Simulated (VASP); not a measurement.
# AlGaN2 (P-4m2) in VASP: notebook

AlGaN2 is run at these levels: r2SCAN; tasks: single point, relaxation of shape and atoms at fixed volume.

All numbers are computed with VASP 6.6.1; they aren't measurements. Logs are shortened: lines on timing, memory, paths and dates and some standing lists are left out, and cuts for length are marked.

## (1) The cell of the first run

It takes space group P-4m2 (No. 115, tetragonal). Conventional cell: a = 3.141 Å, b = 3.141 Å, c = 4.424 Å, α = 90.00°, β = 90.00°, γ = 90.00°. Within 2.5 Å of Al (site symmetry -4m2) lie 4 N at 1.89 Å. Ga (site symmetry -4m2) has 4 N at 1.95 Å within 2.6 Å. Within 2.5 Å of N (site symmetry 2mm) lie 2 Al at 1.89 Å and 2 Ga at 1.95 Å.

## (2) Single point, r2SCAN

POSCAR

```
AlGaN2
1.0
    3.1408770487      0.0000000000      0.0000000000
    0.0000000000      3.1408770487      0.0000000000
    0.0000000000      0.0000000000      4.4238379400
Al Ga N
1 1 2
Direct
    0.5000000000      0.5000000000      0.5000000000
    0.0000000000      0.0000000000      0.0000000000
    0.5000000000      0.0000000000      0.7382648100
    0.0000000000      0.5000000000      0.2617351900
```

INCAR.step1

```
PREC     = Accurate       # precision mode
ENCUT    = 910            # plane-wave cutoff, eV
ISMEAR   = 0              # smearing method
SIGMA    = 0.1            # smearing width, eV
LREAL    = False          # projectors in reciprocal space
LASPH    = True           # aspherical terms in the spheres
NELM     = 120            # most SCF steps
NBANDS   = 21             # bands
GGA      = PE             # functional
ALGO     = Normal         # electronic algorithm
EDIFF    = 1E-5           # SCF threshold, eV
LWAVE    = True           # write WAVECAR
LCHARG   = False          # write CHGCAR
GGA_COMPAT= False
```

INCAR.step2

```
PREC     = Accurate       # precision mode
ENCUT    = 910            # plane-wave cutoff, eV
EDIFF    = 1E-6           # SCF threshold, eV
ISMEAR   = 0              # smearing method
SIGMA    = 0.1            # smearing width, eV
LREAL    = False          # projectors in reciprocal space
LASPH    = True           # aspherical terms in the spheres
NELM     = 120            # most SCF steps
ALGO     = Normal         # electronic algorithm
ISIF     = 2              # what is computed and relaxed
LWAVE    = False          # write WAVECAR
LCHARG   = False          # write CHGCAR
METAGGA  = R2SCAN         # meta-GGA
LMIXTAU  = True         
NBANDS   = 21             # bands
ISTART   = 1            
GGA_COMPAT= False
```

KPOINTS

```
regular mesh
0
Gamma
  6 6 4
```

Potentials or basis: VASP PAW PBE potentials, release 64 (Al, Ga_d, N_h).

On the command line:

```bash
$ cat potpaw_PBE.64/Al/POTCAR potpaw_PBE.64/Ga_d/POTCAR potpaw_PBE.64/N_h/POTCAR > POTCAR
$ cp INCAR.step1 INCAR
$ mpirun -np 1 vasp_std > vasp.out
$ cp INCAR.step2 INCAR
$ mpirun -np 1 vasp_std > vasp.out
```

OUTCAR:

```text
PREC = Accurate
   ENCUT = 910
   EDIFF = 1E-6
   ISMEAR = 0
   LREAL = False
   LASPH = True
   NELM = 120
   ISIF = 2
   METAGGA = R2SCAN
   ISTART = 1

 ion  position               nearest neighbor table
   1  0.500  0.500  0.500-   3 1.89   4 1.89   3 1.89   4 1.89   2 3.13   2 3.13   2 3.13   2 3.13
                             2 3.13   2 3.13   2 3.13   2 3.13
   2  0.000  0.000  0.000-   3 1.95   4 1.95   4 1.95   3 1.95   1 3.13   1 3.13   1 3.13   1 3.13
                             1 3.13   1 3.13   1 3.13   1 3.13
   3  0.500  0.000  0.738-   1 1.89   1 1.89   2 1.95   2 1.95
   4  0.000  0.500  0.262-   1 1.89   1 1.89   2 1.95   2 1.95

  LATTYP: Found a simple tetragonal cell.
 ALAT       =     3.1408770487
 C/A-ratio  =     1.4084721788

  Lattice vectors:

 A1 = (   3.1408770487,   0.0000000000,   0.0000000000)
 A2 = (   0.0000000000,   3.1408770487,   0.0000000000)
 A3 = (   0.0000000000,   0.0000000000,   4.4238379400)

Analysis of symmetry for initial positions (statically):
=====================================================================
 Subroutine PRICEL returns:
 Original cell was already a primitive cell.

 Routine SETGRP: Setting up the symmetry group for a
 simple tetragonal supercell.

 Subroutine GETGRP returns: Found  8 space group operations
 (whereof  8 operations were pure point group operations)
 out of a pool of 16 trial point group operations.

The static configuration has the point symmetry D_2d.

Analysis of symmetry for dynamics (positions and initial velocities):
=====================================================================
 Subroutine PRICEL returns:
 Original cell was already a primitive cell.

 Routine SETGRP: Setting up the symmetry group for a
 simple tetragonal supercell.

 Subroutine GETGRP returns: Found  8 space group operations
 (whereof  8 operations were pure point group operations)
 out of a pool of 16 trial point group operations.

The dynamic configuration has the point symmetry D_2d.

 Subroutine INISYM returns: Found  8 space group operations
 (whereof  8 operations are pure point group operations),
 and found     1 'primitive' translations

----------------------------------------------------------------------------------------

                                     Primitive cell

  volume of cell :      43.6416

  direct lattice vectors                    reciprocal lattice vectors
     3.140877049  0.000000000  0.000000000     0.318382409  0.000000000  0.000000000
     0.000000000  3.140877049  0.000000000     0.000000000  0.318382409  0.000000000
     0.000000000  0.000000000  4.423837940     0.000000000  0.000000000  0.226048064

  length of vectors
     3.140877049  3.140877049  4.423837940     0.318382409  0.318382409  0.226048064

  position of ions in fractional coordinates (direct lattice)
     0.500000000  0.500000000  0.500000000
     0.000000000  0.000000000  0.000000000
     0.500000000  0.000000000  0.738264810
     0.000000000  0.500000000  0.261735190

  ion indices of the primitive-cell ions
   primitive index   ion index
                 1           1
                 2           2
                 3           3
                 4           4

----------------------------------------------------------------------------------------

 KPOINTS: regular mesh

Automatic generation of k-mesh.
 Grid dimensions read from file:
 generate k-points for:    6    6    4

 Generating k-lattice:

  Cartesian coordinates                     Fractional coordinates (reciprocal lattice)
     0.053063735  0.000000000  0.000000000     0.166666667  0.000000000  0.000000000
     0.000000000  0.053063735  0.000000000     0.000000000  0.166666667  0.000000000
     0.000000000  0.000000000  0.056512016     0.000000000  0.000000000  0.250000000

  Length of vectors
     0.053063735  0.053063735  0.056512016

  Shift w.r.t. Gamma in fractional coordinates (k-lattice)
     0.000000000  0.000000000  0.000000000

 Subroutine IBZKPT returns following result:
 ===========================================

 Found     30 irreducible k-points:

 Following reciprocal coordinates:
            Coordinates               Weight
  0.000000  0.000000  0.000000      1.000000
  0.166667  0.000000  0.000000      4.000000
  0.333333  0.000000  0.000000      4.000000
  0.500000  0.000000  0.000000      2.000000
  0.166667  0.166667  0.000000      4.000000
  0.333333  0.166667  0.000000      8.000000
[... 16 lines left out ...]
  0.333333  0.000000  0.500000      4.000000
  0.500000  0.000000  0.500000      2.000000
 [... further k-points ...]
   k-points           NKPTS =     30   k-points in BZ     NKDIM =     30   number of bands    NBANDS=     21
   number of dos      NEDOS =    301   number of ions     NIONS =      4
   total plane-waves  NPLWV =  49152
   dimension x,y,z NGX =    32 NGY =   32 NGZ =   48
   dimension x,y,z NGXF=    64 NGYF=   64 NGZF=   96
   ions per type =               1   1   2
   NGX,Y,Z   is equivalent  to a cutoff of  16.94, 16.94, 18.04 a.u.
   NGXF,Y,Z  is equivalent  to a cutoff of  33.88, 33.88, 36.08 a.u.
 SYSTEM =  unknown system
   PREC   = accura    normal or accurate (medium, high low for compatibility)
   ISTART =      1    job   : 0-new  1-cont  2-samecut
   ICHARG =      0    charge: 1-file 2-atom 10-const
   ISPIN  =      1    spin polarized calculation?
   LNONCOLLINEAR =      F non collinear calculations
   LSORBIT =      F    spin-orbit coupling
   LASPH  =      T    aspherical Exc in radial PAW
   ENCUT  =  910.0 eV  66.88 Ry    8.18 a.u.   7.73  7.73 10.88*2*pi/ulx,y,z
   NELM   =    120;   NELMIN=  2; NELMDL=  0     # of ELM steps
   EDIFF  = 0.1E-05   stopping-criterion for ELM
   LREAL  =      F    real-space projection
   EDIFFG = 0.1E-04   stopping-criterion for IOM
   NSW    =      0    number of steps for IOM
   IBRION =     -1    ionic relax: 0-MD 1-quasi-New 2-CG
   NFREE  =      0    steps in history (QN), initial steepest desc. (CG)
   ISIF   =      2    stress and relaxation
   ISYM   =      2    0-nonsym 1-usesym 2-fastsym
   POTIM  = 0.5000    time-step for ionic-motion
   TEBEG  =    0.0;   TEEND  =   0.0 temperature during run
   PSTRESS=    0.0 pullay stress
   NELECT =      26.0000    total number of electrons
   NUPDOWN=      -1.0000    fix difference up-down
   EMIN   =  10.00;   EMAX   =-10.00  energy-range for DOS
   EFERMI =   0.00;   METHOD = LEGACY
   ISMEAR =     0;   SIGMA  =   0.10  broadening in eV -4-tet -1-fermi 0-gaus
   EFERMI_NEDOS =   21; number of points for ismear=-14 and -15
   IALGO  =     38    algorithm
   IMIX   =      4    mixing-type and parameters
     AMIX     =   0.40;   BMIX     =  1.00
     AMIX_MAG =   1.60;   BMIX_MAG =  1.00
  volume/ion in A,a.u.               =      10.91        73.63
  Fermi-wavevector in a.u.,A,eV,Ry     =   1.377523  2.603141 25.818009  1.897570
  Thomas-Fermi vector in A             =   2.502669
   LORBIT       =      0    0 simple, 1 ext, 2 COOP (PROOUT), +10 PAW based schemes
   METAGGA = R2SCAN    functional components
   LHFCALC =     F    Hartree Fock is set to
   AEXX    =    0.0000 exact exchange contribution
   IVDW    =     0    specifies the selected vdW correction
   LEPSILON=     F    determine dielectric tensor
   LRPA    =     F    only Hartree local field effects (RPA)
 non-spin polarized calculation
 Gauss-broadening in eV      SIGMA  =   0.10
  energy-cutoff  :      910.00
  volume of cell :       43.64
 maximum number of plane-waves:      2752
 NGX is ok and might be reduce to    32
   NGX = 15   NGY = 15   NGZ = 21

 number of electron      26.0000000 magnetization

 Free energy of the ion-electron system (eV)
  ---------------------------------------------------
  ext. energy  EPLUGINS =         0.00000000
  ---------------------------------------------------
  free energy    TOTEN  =       -41.06865329 eV

  energy without entropy =      -41.06865329  energy(sigma->0) =      -41.06865329

 E-fermi :   6.1681     XC(G=0): -12.0600

 val. band max:        5.6900162074   @ k =   0.0000   0.0000   0.0000
 cond. band min:       9.0469977467   @ k =   0.0000   0.0000   0.0000
 fundamental gap:      3.3569815393
 Fermi energy:         6.1680809318

 k-point     1 :       0.0000    0.0000    0.0000
  band No.  band energies     occupation
      1     -10.5963      2.00000
      2      -9.0024      2.00000
      3      -7.6400      2.00000
      4      -7.6400      2.00000
      5      -7.5691      2.00000
      6      -7.4159      2.00000
[... 13 lines left out ...]
     20      19.4817      0.00000
     21      21.7394      0.00000

 k-point     2 :       0.1667    0.0000    0.0000
  band No.  band energies     occupation
      1     -10.3644      2.00000
      2      -9.0081      2.00000
      3      -7.6458      2.00000
      4      -7.6354      2.00000
      5      -7.5296      2.00000
      6      -7.4351      2.00000
[... 13 lines left out ...]
     20      19.1259      0.00000
     21      20.8768      0.00000

 k-point     3 :       0.3333    0.0000    0.0000
  band No.  band energies     occupation
      1      -9.8044      2.00000
      2      -9.0655      2.00000
      3      -7.6259      2.00000
      4      -7.5977      2.00000
      5      -7.4733      2.00000
      6      -7.3727      2.00000
[... 13 lines left out ...]
     20      18.3408      0.00000
     21      19.3796      0.00000
[... 457 lines left out ...]
 k-point    23 :       0.3333    0.0000    0.5000
  band No.  band energies     occupation
      1      -9.5069      2.00000
      2      -9.2019      2.00000
      3      -7.6319      2.00000
      4      -7.5133      2.00000
      5      -7.4726      2.00000
      6      -7.2785      2.00000
[... 13 lines left out ...]
     20      18.1658      0.00000
     21      18.2190      0.00000

 k-point    24 :       0.5000    0.0000    0.5000
  band No.  band energies     occupation
      1      -9.3869      2.00000
      2      -9.1414      2.00000
      3      -7.6264      2.00000
      4      -7.5035      2.00000
      5      -7.4915      2.00000
      6      -7.0238      2.00000
[... 13 lines left out ...]
     20      17.5863      0.00000
     21      17.6018      0.00000

 [... further k-points ...]
[... 5 lines left out ...]
  --------------------------------------------------------------------------------------
  -------------------------------------------------------------------------------------
  Total       -0.0532336     -0.0532336     -0.0370028      0.0000000      0.0000000      0.0000000
  in kB       -1.9543199     -1.9543199     -1.3584514      0.0000000      0.0000000      0.0000000
  external PRESSURE =      -1.7556971 kB  Pullay stress =       0.0000000 kB

 VOLUME and BASIS-vectors are now :
 -----------------------------------------------------------------------------
  energy-cutoff  :      910.00
  volume of cell :       43.64
      direct lattice vectors                 reciprocal lattice vectors
     3.140877049  0.000000000  0.000000000     0.318382409  0.000000000  0.000000000
     0.000000000  3.140877049  0.000000000     0.000000000  0.318382409  0.000000000
     0.000000000  0.000000000  4.423837940     0.000000000  0.000000000  0.226048064

 POSITION                                       TOTAL-FORCE (eV/Angst)
 -----------------------------------------------------------------------------------
      1.57044      1.57044      2.21192        -0.000000     -0.000000      0.000000
      0.00000      0.00000      0.00000        -0.000000     -0.000000      0.000000
      1.57044      0.00000      3.26596         0.000000      0.000000      0.001446
      0.00000      1.57044      1.15787        -0.000000      0.000000     -0.001446
 -----------------------------------------------------------------------------------
    total drift:                                0.000000      0.000000     -0.000000

  FREE ENERGIE OF THE ION-ELECTRON SYSTEM (eV)
  ---------------------------------------------------
  free  energy   TOTEN  =       -41.0686532910 eV

  energy  without entropy=      -41.0686532910  energy(sigma->0) =      -41.06865329
```

It took 4.6 min on 1 thread of AMD EPYC 7R43 (Zen 3), shared host; peak memory 0.22 GiB.

Results:

| Quantity | Value |
| --- | --- |
| Free energy | -41.0687 eV |
| Pressure | -0.2 GPa |
| Band gap on the k mesh | 3.36 eV |

Caveat: the cutoff is under 1.25 times the usual one of these potentials, so pressure, stress and relaxed cells hold a basis-set (Pulay) error; the PAW data sets were made with another functional, which shifts forces and pressure a little. A k mesh can miss the band edges.

## (3) Relaxation of shape and atoms at fixed volume, r2SCAN (9.58 Å³/atom)

This run uses another cell than the first one, of 9.58 Å³/atom.

POSCAR

```
AlGaN2
1.0
    3.0096461108      0.0000000000      0.0000000000
    0.0000000000      3.0096461108      0.0000000000
    0.0000000000      0.0000000000      4.2321120532
Al Ga N
1 1 2
Direct
    0.5000000000      0.5000000000      0.5000000000
    0.0000000000      0.0000000000      0.0000000000
    0.5000000000      0.0000000000      0.7387788724
    0.0000000000      0.5000000000      0.2612211276
```

INCAR.step1

```
SYSTEM = AlGaN2
PREC = Accurate ; ENCUT = 600
ISMEAR = 0 ; SIGMA = 0.02
LREAL = .FALSE. ; LASPH = .TRUE.
NELM = 100 ; GGA = PE
ALGO = Normal ; EDIFF = 1E-4
LWAVE = .TRUE. ; LCHARG = .FALSE.
```

INCAR.step2

```
SYSTEM = AlGaN2
PREC = Accurate ; ENCUT = 600
EDIFF = 1E-6 ; ISMEAR = 0
SIGMA = 0.02 ; LREAL = .FALSE.
LASPH = .TRUE. ; NELM = 100
ALGO = Normal ; ISIF = 4
LWAVE = .FALSE. ; LCHARG = .FALSE.
METAGGA = R2SCAN ; LMIXTAU = .TRUE.
IBRION = 2 ; NSW = 50
EDIFFG = -0.01 ; ISTART = 1
```

KPOINTS

```
regular mesh
0
G
  8 8 6
  0 0 0
```

Potentials or basis: VASP PAW PBE potentials, release 64 (Al, Ga_d, N).

On the command line:

```bash
$ cat potpaw_PBE.64/Al/POTCAR potpaw_PBE.64/Ga_d/POTCAR potpaw_PBE.64/N/POTCAR > POTCAR
$ cp INCAR.step1 INCAR
$ mpirun -np 1 vasp_std > vasp.out
$ cp INCAR.step2 INCAR
$ mpirun -np 1 vasp_std > vasp.out
```

Run time: 2.2 min. Hardware: 1 thread of Intel Xeon 6975P-C (Granite Rapids), shared host; peak memory 0.2 GiB.

It converged, with:

| Item | Value |
| --- | --- |
| Free energy | -40.5579 eV |
| Energy gained by relaxing | 0.1 meV/atom |
| Ionic steps | 3 |
| Pressure after relaxing | 34.5 GPa |
| Band gap on the k mesh | 3.91 eV (least direct gap 4.25 eV) |

Forces in eV/Å, atoms in the order of the input:
```
Al   0.000  0.000  0.000
Ga   0.000  0.000  0.000
N    0.000  0.000  0.003
N    0.000  0.000 -0.003
```

Stress tensor (GPa, compression positive):
```
34.57  0.00  0.00
 0.00 34.57  0.00
 0.00  0.00 34.37
```

Step by step:
| step | energy change (eV) | largest force (eV/Å) | pressure (GPa) | volume (Å³) |
| --- | --- | --- | --- | --- |
| 1 | 0.0000 | 0.1220 | 34.51 | 38.33 |
| 2 | -0.0002 | 0.0830 | 34.48 | 38.33 |
| 3 | -0.0004 | 0.0026 | 34.50 | 38.33 |

Final structure:
```yaml
crystal:
  lattice:
    - [3.00988, 0.00000, 0.00000]
    - [0.00000, 3.00988, 0.00000]
    - [0.00000, 0.00000, 4.23146]
  atoms:
    - { symbol: Al, position: [0.50000, 0.50000, 0.50000] }
    - { symbol: Ga, position: [0.00000, 0.00000, 0.00000] }
    - { symbol: N, position: [0.50000, 0.00000, 0.73794] }
    - { symbol: N, position: [0.00000, 0.50000, 0.26206] }
```

Levels at points of the mesh, in eV from the valence-band top:
| k point | band 11 | band 12 | band 13 | band 14 | band 15 | band 16 |
| --- | --- | --- | --- | --- | --- | --- |
| (0.00, 0.00, 0.00) | -0.32 | 0.00 | 0.00 | 4.25 | 4.38 | 9.11 |
| (0.50, 0.00, 0.00) | -3.20 | -1.20 | -0.77 | 8.27 | 8.87 | 9.41 |
| (0.50, 0.50, 0.00) | -2.63 | -2.63 | -2.63 | 3.91 | 3.91 | 7.80 |
| (0.00, 0.00, 0.50) | -1.91 | -1.08 | -1.08 | 6.44 | 6.65 | 9.88 |
| (0.50, 0.00, 0.50) | -1.04 | -0.65 | -0.61 | 6.91 | 8.32 | 10.79 |
| (0.50, 0.50, 0.50) | -3.75 | -3.74 | -3.74 | 7.12 | 7.12 | 11.13 |

Caveat: the PAW data sets were made with another functional, which shifts forces and pressure a little. A k mesh can miss the band edges.

(Continued in part 2 of 2.)
